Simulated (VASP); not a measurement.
AlN: relaxation of the atoms with LDA

Crystal: AlN.

```
CELL_PARAMETERS angstrom
2.99600 0.00000 0.00000
-1.49800 2.59461 0.00000
0.00000 0.00000 4.74580
ATOMIC_POSITIONS crystal
Al 0.33333 0.66667 0.00152
Al 0.66667 0.33333 0.50152
N 0.33333 0.66667 0.38348
N 0.66667 0.33333 0.88348
```

- Program: VASP 6.6.1
- Task: relaxation of the atoms
- Functional: LDA
- Potentials or basis: VASP PAW LDA potentials, release 64 (Al, N)
- Cutoff: 520 eV
- k mesh: 9 × 9 × 6
- Occupations: gaussian, width 0.05 eV
- Spin: no spin polarisation
- Dipole correction: no
- Further INCAR settings: ALGO = Normal; EDIFF = 1e-06; IBRION = 2; EDIFFG = -0.01; NSW = 50

```
Energy gained by relaxing : 1.0 meV/atom
Ionic steps               : 3
Pressure after relaxing   : 27.0 GPa
Band gap on the k mesh    : 4.91 eV, indirect (least direct gap 5.28 eV)
```

Stress tensor (GPa, compression positive):
```
27.01  0.00  0.00
 0.00 27.01  0.00
 0.00  0.00 26.91
```

Step by step:
| step | energy change (eV) | largest force (eV/Å) | pressure (GPa) |
| --- | --- | --- | --- |
| 1 | 0.0000 | 0.2677 | 27.08 |
| 2 | -0.0019 | 0.1811 | 26.92 |
| 3 | -0.0039 | 0.0009 | 26.97 |

Final structure:
```xyz
4
Lattice="2.9960 0.0000 0.0000 -1.4980 2.5946 0.0000 0.0000 0.0000 4.7458" Properties=species:S:1:pos:R:3 pbc="T T T"
Al    0.0000    1.7297    4.7456
Al    1.4980    0.8649    2.3727
N     0.0000    1.7297    1.8274
N     1.4980    0.8649    4.2003
```

Levels at points of the mesh, in eV from the valence-band top:
```tsv
k point	band 6	band 7	band 8	band 9	band 10	band 11
(0.00, 0.00, 0.00)	-0.38	-0.38	0.00	5.28	7.47	11.51
(0.00, 0.00, 0.50)	-0.75	-0.75	-0.75	7.41	7.41	11.14
```

It took 17 s on 1 thread of Intel(R) Xeon(R) 6975P-C (Granite Rapids), on a shared host, peak memory 0.14 GiB.

A k mesh can miss the band edges. A hybrid or GW would open this gap; LDA tends to underestimate it.
